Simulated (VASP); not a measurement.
# Co (Fm-3m) in VASP: notebook

Aim: see how the results for Co move with the level of theory and the settings. Levels: LDA, PBE. Tasks: single point.

Program: VASP 6.6.1. These are calculated values, not measurements. Logs are shortened: lines on timing, memory, paths and dates and some standing lists are left out, and cuts for length are marked.

## 1. The cell of the first run

Symmetry: Fm-3m, No. 225, cubic system. The conventional cell has a = 3.513 Å, b = 3.513 Å, c = 3.513 Å, α = 90.00°, β = 90.00°, γ = 90.00°. Within 3.3 Å of Co (site symmetry m-3m) lie 12 Co at 2.48 Å.

## 2. Single point, LDA, collinear spin, ferromagnetic start

File INCAR:

```
SYSTEM = Co
PREC = Accurate
ENCUT = 600
EDIFF = 1E-6
ISMEAR = -1
SIGMA = 0.1
LREAL = .FALSE.
LASPH = .TRUE.
NELM = 200
ALGO = Normal
ISIF = 2
LWAVE = .FALSE.
LCHARG = .TRUE.
ISPIN = 2
MAGMOM = 1.9
LORBIT = 11
LMAXMIX = 4
LELF = .TRUE.
LVHAR = .TRUE.
NBANDS = 14
GGA_COMPAT = .FALSE.
```

File KPOINTS:

```
regular mesh
0
G
  11 11 11
  0 0 0
```

File POSCAR:

```
Co
1.0
    0.0000000000      1.7566570000      1.7566570000
    1.7566570000      0.0000000000      1.7566570000
    1.7566570000      1.7566570000      0.0000000000
Co
1
Direct
    0.0000000000      0.0000000000      0.0000000000
```

Potentials or basis: VASP PAW LDA potentials, release 64 (Co).

The run is started by

```console
$ cat potpaw_LDA.64/Co/POTCAR > POTCAR
$ mpirun -np 1 vasp_std > vasp.out
```

OUTCAR:

```text
SYSTEM = Co
   PREC = Accurate
   ENCUT = 600
   EDIFF = 1E-6
   ISMEAR = -1
   LREAL = .FALSE.
   LASPH = .TRUE.
   NELM = 200
   ISIF = 2
   ISPIN = 2
   LORBIT = 11

 ion  position               nearest neighbor table
   1  0.000  0.000  0.000-

  LATTYP: Found a face centered cubic cell.
 ALAT       =     3.5133140000

  Lattice vectors:

 A1 = (   0.0000000000,   1.7566570000,   1.7566570000)
 A2 = (   1.7566570000,   0.0000000000,   1.7566570000)
 A3 = (   1.7566570000,   1.7566570000,   0.0000000000)

Analysis of symmetry for initial positions (statically):
=====================================================================
 Subroutine PRICEL returns:
 Original cell was already a primitive cell.

 Routine SETGRP: Setting up the symmetry group for a
 face centered cubic supercell.

 Subroutine GETGRP returns: Found 48 space group operations
 (whereof 48 operations were pure point group operations)
 out of a pool of 48 trial point group operations.

The static configuration has the point symmetry O_h .

Analysis of symmetry for dynamics (positions and initial velocities):
=====================================================================
 Subroutine PRICEL returns:
 Original cell was already a primitive cell.

 Routine SETGRP: Setting up the symmetry group for a
 face centered cubic supercell.

 Subroutine GETGRP returns: Found 48 space group operations
 (whereof 48 operations were pure point group operations)
 out of a pool of 48 trial point group operations.

The dynamic configuration has the point symmetry O_h .

Analysis of structural, dynamic, and magnetic symmetry:
=====================================================================
 Subroutine PRICEL returns:
 Original cell was already a primitive cell.

 Routine SETGRP: Setting up the symmetry group for a
 face centered cubic supercell.

 Subroutine GETGRP returns: Found 48 space group operations
 (whereof 48 operations were pure point group operations)
 out of a pool of 48 trial point group operations.

The overall configuration has the point symmetry O_h .

 Subroutine INISYM returns: Found 48 space group operations
 (whereof 48 operations are pure point group operations),
 and found     1 'primitive' translations

----------------------------------------------------------------------------------------

                                     Primitive cell

  volume of cell :      10.8415

  direct lattice vectors                    reciprocal lattice vectors
     0.000000000  1.756657000  1.756657000    -0.284631547  0.284631547  0.284631547
     1.756657000  0.000000000  1.756657000     0.284631547 -0.284631547  0.284631547
     1.756657000  1.756657000  0.000000000     0.284631547  0.284631547 -0.284631547

  length of vectors
     2.484288154  2.484288154  2.484288154     0.492996301  0.492996301  0.492996301

  position of ions in fractional coordinates (direct lattice)
     0.000000000  0.000000000  0.000000000

  ion indices of the primitive-cell ions
   primitive index   ion index
                 1           1

----------------------------------------------------------------------------------------

 KPOINTS: regular mesh

Automatic generation of k-mesh.
 Grid dimensions read from file:
 generate k-points for:   11   11   11

 Generating k-lattice:

  Cartesian coordinates                     Fractional coordinates (reciprocal lattice)
    -0.025875595  0.025875595  0.025875595     0.090909091  0.000000000  0.000000000
     0.025875595 -0.025875595  0.025875595     0.000000000  0.090909091  0.000000000
     0.025875595  0.025875595 -0.025875595     0.000000000  0.000000000  0.090909091

  Length of vectors
     0.044817846  0.044817846  0.044817846

  Shift w.r.t. Gamma in fractional coordinates (k-lattice)
     0.000000000  0.000000000  0.000000000

 Subroutine IBZKPT returns following result:
 ===========================================

 Found     56 irreducible k-points:

 Following reciprocal coordinates:
            Coordinates               Weight
  0.000000  0.000000  0.000000      1.000000
  0.090909  0.000000  0.000000      8.000000
  0.181818  0.000000  0.000000      8.000000
  0.272727  0.000000  0.000000      8.000000
  0.363636  0.000000  0.000000      8.000000
  0.454545  0.000000  0.000000      8.000000
[... 16 lines left out ...]
 -0.272727  0.181818  0.000000     24.000000
 -0.181818  0.181818  0.000000     12.000000
 [... further k-points ...]
   k-points           NKPTS =     56   k-points in BZ     NKDIM =     56   number of bands    NBANDS=     14
   number of dos      NEDOS =    301   number of ions     NIONS =      1
   total plane-waves  NPLWV =   8000
   dimension x,y,z NGX =    20 NGY =   20 NGZ =   20
   dimension x,y,z NGXF=    40 NGYF=   40 NGZF=   40
   ions per type =               1
   NGX,Y,Z   is equivalent  to a cutoff of  13.38, 13.38, 13.38 a.u.
   NGXF,Y,Z  is equivalent  to a cutoff of  26.77, 26.77, 26.77 a.u.
 SYSTEM =  Co
   PREC   = accura    normal or accurate (medium, high low for compatibility)
   ISTART =      0    job   : 0-new  1-cont  2-samecut
   ICHARG =      2    charge: 1-file 2-atom 10-const
   ISPIN  =      2    spin polarized calculation?
   LNONCOLLINEAR =      F non collinear calculations
   LSORBIT =      F    spin-orbit coupling
   LASPH  =      T    aspherical Exc in radial PAW
   ENCUT  =  600.0 eV  44.10 Ry    6.64 a.u.   4.96  4.96  4.96*2*pi/ulx,y,z
   NELM   =    200;   NELMIN=  2; NELMDL= -5     # of ELM steps
   EDIFF  = 0.1E-05   stopping-criterion for ELM
   LREAL  =      F    real-space projection
   EDIFFG = 0.1E-04   stopping-criterion for IOM
   NSW    =      0    number of steps for IOM
   IBRION =     -1    ionic relax: 0-MD 1-quasi-New 2-CG
   NFREE  =      0    steps in history (QN), initial steepest desc. (CG)
   ISIF   =      2    stress and relaxation
   ISYM   =      2    0-nonsym 1-usesym 2-fastsym
   POTIM  = 0.5000    time-step for ionic-motion
   TEBEG  =    0.0;   TEEND  =   0.0 temperature during run
   PSTRESS=    0.0 pullay stress
   NELECT =       9.0000    total number of electrons
   NUPDOWN=      -1.0000    fix difference up-down
   EMIN   =  10.00;   EMAX   =-10.00  energy-range for DOS
   EFERMI =   0.00;   METHOD = LEGACY
   ISMEAR =    -1;   SIGMA  =   0.10  broadening in eV -4-tet -1-fermi 0-gaus
   EFERMI_NEDOS =   21; number of points for ismear=-14 and -15
   IALGO  =     38    algorithm
   IMIX   =      4    mixing-type and parameters
     AMIX     =   0.40;   BMIX     =  1.00
     AMIX_MAG =   1.60;   BMIX_MAG =  1.00
  volume/ion in A,a.u.               =      10.84        73.16
  Fermi-wavevector in a.u.,A,eV,Ry     =   1.538599  2.907530 32.208881  2.367286
  Thomas-Fermi vector in A             =   2.644945
   LORBIT       =     11    0 simple, 1 ext, 2 COOP (PROOUT), +10 PAW based schemes
   GGA     = CA    functional components
   LHFCALC =     F    Hartree Fock is set to
   AEXX    =    0.0000 exact exchange contribution
   IVDW    =     0    specifies the selected vdW correction
   LEPSILON=     F    determine dielectric tensor
   LRPA    =     F    only Hartree local field effects (RPA)
 spin polarized calculation
  energy-cutoff  :      600.00
  volume of cell :       10.84
 maximum number of plane-waves:       375
   NGX =  9   NGY =  9   NGZ =  9

 number of electron       8.9999996 magnetization       1.5624738

 Free energy of the ion-electron system (eV)
  ---------------------------------------------------
  ext. energy  EPLUGINS =         0.00000000
  ---------------------------------------------------
  free energy    TOTEN  =        -8.07253228 eV

  energy without entropy =       -8.03187631  energy(sigma->0) =       -8.05220430

 E-fermi :   9.9638     XC(G=0): -13.7431

 val. band max:        9.9457797937   @ k =  -0.4545   0.4545   0.0909
 cond. band min:       9.9691909548   @ k =   0.2727   0.1818   0.0000
 fundamental gap:      0.0234111611
 Fermi energy:         9.9638069497

 spin component 1

 k-point     1 :       0.0000    0.0000    0.0000
  band No.  band energies     occupation
      1       0.9988      1.00000
      2       7.4269      1.00000
      3       7.4269      1.00000
      4       7.4269      1.00000
      5       8.5690      1.00000
      6       8.5690      1.00000
      7      33.0166      0.00000
      8      37.3743      0.00000
      9      37.3743      0.00000
     10      37.3743      0.00000
     11      40.5597      0.00000
     12      40.5597      0.00000
     13      40.5597      0.00000
     14      43.2227      0.00000

 k-point     2 :       0.0909    0.0000    0.0000
  band No.  band energies     occupation
      1       1.3258      1.00000
      2       7.3358      1.00000
      3       7.5039      1.00000
      4       7.5039      1.00000
      5       8.5381      1.00000
      6       8.5381      1.00000
      7      32.0445      0.00000
      8      34.8008      0.00000
      9      36.8621      0.00000
     10      36.8621      0.00000
     11      41.3524      0.00000
     12      41.3524      0.00000
     13      41.4658      0.00000
     14      45.8495      0.00000
[... 343 lines left out ...]
      1       5.1548      1.00000
      2       6.8449      1.00000
      3       7.1677      1.00000
      4       7.9120      1.00000
      5       8.6023      1.00000
      6      10.4652      0.00660
      7      21.6693      0.00000
      8      25.6830      0.00000
      9      34.0796      0.00000
     10      34.5019      0.00000
     11      40.6085      0.00000
     12      41.7767      0.00000
     13      46.2565      0.00000
     14      46.4691      0.00000

 k-point    24 :      -0.1818    0.1818    0.0000
  band No.  band energies     occupation
      1       4.0501      1.00000
      2       6.7678      1.00000
      3       7.4713      1.00000
      4       8.0867      1.00000
      5       8.1327      1.00000
      6       9.5287      0.98728
      7      25.5842      0.00000
      8      26.3452      0.00000
      9      35.8123      0.00000
     10      37.0754      0.00000
     11      38.6629      0.00000
     12      41.9035      0.00000
     13      43.0320      0.00000
     14      46.0311      0.00000

 [... further k-points ...]

 spin component 2

 k-point     1 :       0.0000    0.0000    0.0000
  band No.  band energies     occupation
      1       1.1902      1.00000
      2       8.8295      0.99999
      3       8.8295      0.99999
      4       8.8295      0.99999
      5      10.1864      0.09746
      6      10.1864      0.09746
      7      33.0486      0.00000
      8      37.6157      0.00000
      9      37.6157      0.00000
     10      37.6157      0.00000
     11      41.0426      0.00000
     12      41.0426      0.00000
     13      41.0426      0.00000
     14      43.2615      0.00000

 k-point     2 :       0.0909    0.0000    0.0000
  band No.  band energies     occupation
      1       1.5187      1.00000
      2       8.7178      1.00000
      3       8.9129      0.99997
      4       8.9129      0.99997
      5      10.1492      0.13546
      6      10.1492      0.13546
      7      32.2541      0.00000
      8      34.9820      0.00000
      9      37.1809      0.00000
     10      37.1809      0.00000
     11      41.6887      0.00000
     12      41.7432      0.00000
     13      41.7432      0.00000
     14      46.2105      0.00000
[... 343 lines left out ...]
      1       5.6363      1.00000
      2       7.9842      1.00000
      3       8.5248      1.00000
      4       9.4135      0.99594
      5      10.1309      0.15824
      6      11.8804      0.00000
      7      22.2771      0.00000
      8      26.1506      0.00000
      9      34.2923      0.00000
     10      34.9513      0.00000
     11      40.7986      0.00000
     12      42.1703      0.00000
     13      46.9209      0.00000
     14      49.0785      0.00000

 k-point    24 :      -0.1818    0.1818    0.0000
  band No.  band energies     occupation
      1       4.3234      1.00000
      2       8.0248      1.00000
      3       8.8684      0.99998
      4       9.5991      0.97459
      5       9.6300      0.96572
      6      11.0804      0.00001
      7      26.1383      0.00000
      8      26.7580      0.00000
      9      36.0148      0.00000
     10      37.5005      0.00000
     11      38.8110      0.00000
     12      42.3083      0.00000
     13      43.5035      0.00000
     14      48.4275      0.00000

 [... further k-points ...]
[... 5 lines left out ...]
  --------------------------------------------------------------------------------------
  -------------------------------------------------------------------------------------
  Total       -1.2126823     -1.2126823     -1.2126823      0.0000000     -0.0000000      0.0000000
  in kB     -179.2118419   -179.2118419   -179.2118419      0.0000000     -0.0000000      0.0000000
  external PRESSURE =    -179.2118419 kB  Pullay stress =       0.0000000 kB

 VOLUME and BASIS-vectors are now :
 -----------------------------------------------------------------------------
  energy-cutoff  :      600.00
  volume of cell :       10.84
      direct lattice vectors                 reciprocal lattice vectors
     0.000000000  1.756657000  1.756657000    -0.284631547  0.284631547  0.284631547
     1.756657000  0.000000000  1.756657000     0.284631547 -0.284631547  0.284631547
     1.756657000  1.756657000  0.000000000     0.284631547  0.284631547 -0.284631547

 POSITION                                       TOTAL-FORCE (eV/Angst)
 -----------------------------------------------------------------------------------
      0.00000      0.00000      0.00000         0.000000      0.000000      0.000000
 -----------------------------------------------------------------------------------
    total drift:                                0.000000      0.000000      0.000000

  FREE ENERGIE OF THE ION-ELECTRON SYSTEM (eV)
  ---------------------------------------------------
  free  energy   TOTEN  =        -8.0725322839 eV

  energy  without entropy=       -8.0318763096  energy(sigma->0) =       -8.05220430

 total charge

# of ion       s       p       d       tot
------------------------------------------
    1        0.490   0.518   7.276   8.283

 magnetization (x)

# of ion       s       p       d       tot
------------------------------------------
    1       -0.011  -0.033   1.609   1.564
```

It took 9 s on 1 thread of Intel Xeon 6975P-C (Granite Rapids), shared host; peak memory 0.13 GiB.

What came out:

```
Free energy                                           : -8.0725 eV
Pressure                                              : -17.9 GPa
Net moment                                            : 1.56 μB per cell
Site moments                                          : Co +1.56 μB
Valence electrons inside the program's atomic spheres : Co 8.28
```

Levels at points of the mesh, in eV from the Fermi level:
Spin up:
```csv
k point,band 3,band 4,band 5,band 6,band 7,band 8
"(0.00, 0.00, 0.00)",-2.54,-2.54,-1.39,-1.39,23.05,27.41
```
Spin down:
```tsv
k point	band 1	band 2	band 3	band 4	band 5	band 6	band 7	band 8
(0.00, 0.00, 0.00)	-8.77	-1.13	-1.13	-1.13	0.22	0.22	23.08	27.65
```

## 3. Single point, PBE, collinear spin, ferromagnetic start

File INCAR:

```
PREC     = Accurate       # precision mode
ENCUT    = 600            # plane-wave cutoff, eV
EDIFF    = 1E-6           # SCF threshold, eV
ISMEAR   = -1             # smearing method
SIGMA    = 0.1            # smearing width, eV
LREAL    = F              # projectors in reciprocal space
LASPH    = T              # aspherical terms in the spheres
NELM     = 200            # most SCF steps
ALGO     = Normal         # electronic algorithm
ISIF     = 2              # what is computed and relaxed
LWAVE    = F              # write WAVECAR
LCHARG   = F              # write CHGCAR
ISPIN    = 2              # spin polarisation
MAGMOM   = 1.9            # initial moments
LORBIT   = 11             # projections on sites
LMAXMIX  = 4              # l up to which the mixer works
GGA      = PE             # functional
NBANDS   = 14             # bands
GGA_COMPAT= F
```

File KPOINTS:

```
Automatic mesh
0
Gamma
  11 11 11
```

POSCAR is that of step 2.

Potentials or basis: VASP PAW PBE potentials, release 64 (Co).

The run is started by

```console
$ cat potpaw_PBE.64/Co/POTCAR > POTCAR
$ mpirun -np 1 vasp_std > vasp.out
```

Run time: 9.8 s. Hardware: 1 thread of Intel Xeon 6975P-C (Granite Rapids), shared host; peak memory 0.14 GiB.

The run converged. Its results:

```
Free energy                                           : -7.0383 eV
Pressure                                              : 0.1 GPa
Net moment                                            : 1.59 μB per cell
Site moments                                          : Co +1.61 μB
Valence electrons inside the program's atomic spheres : Co 8.27
```

Levels at points of the mesh, in eV from the Fermi level:
Spin up:
```tsv
k point	band 3	band 4	band 5	band 6	band 7	band 8
(0.00, 0.00, 0.00)	-2.70	-2.70	-1.64	-1.64	23.04	27.40
```
Spin down:
| k point | band 2 | band 3 | band 4 | band 5 | band 6 | band 7 |
| --- | --- | --- | --- | --- | --- | --- |
| (0.00, 0.00, 0.00) | -1.16 | -1.16 | -1.16 | 0.28 | 0.28 | 22.73 |

## 4. Single point, PBE, non-collinear spin, typed start, spin-orbit coupling

File INCAR:

```
  ALGO = Normal
  EDIFF = 1E-6
  ENCUT = 600
  GGA = PE
  GGA_COMPAT = False
  ISIF = 2
  ISMEAR = -1
  LASPH = True
  LCHARG = False
  LMAXMIX = 4
  LNONCOLLINEAR = True
  LORBIT = 11
  LORBMOM = True
  LREAL = False
  LSORBIT = True
  LWAVE = False
  MAGMOM = 0 0 1.9
  NBANDS = 20
  NELM = 200
  PREC = Accurate
  SIGMA = 0.1
```

File KPOINTS:

```
k-points
0
Gamma
  11 11 11
```

POSCAR is that of step 3.

The run is started by

```console
$ cat potpaw_PBE.64/Co/POTCAR > POTCAR
$ mpirun -np 1 vasp_ncl > vasp.out
```

Run time: 2.1 min. Hardware: 1 thread of Intel Xeon 6975P-C (Granite Rapids), shared host; peak memory 0.21 GiB.

Results (log left out):

| Property | Result |
| --- | --- |
| Free energy | -7.0466 eV |
| Pressure | 0.1 GPa |
| Net moment | 1.59 μB per cell |
| Valence electrons inside the program's atomic spheres | Co 8.27 |

Moments on the atoms (μB; x, y, z):
```
Co  0.00 0.00 1.61
```

## 5. Overview

```csv
level,potentials or basis,spin,gap on the mesh (eV),pressure (GPa),moment (μB)
LDA,"VASP PAW LDA potentials, release 64 (Co)","collinear, ferromagnetic start",none,-17.9,1.56
PBE,"VASP PAW PBE potentials, release 64 (Co)","collinear, ferromagnetic start",none,0.1,1.59
PBE,"VASP PAW PBE potentials, release 64 (Co)","non-collinear, typed start, SOC",-,0.1,1.59
```

Alike in all rows: task single point; cell as given; k mesh 11 × 11 × 11; cutoff (eV) 600; smearing fermi-dirac 0.1 eV.

Absolute energies hang on the potentials; compare differences alone.
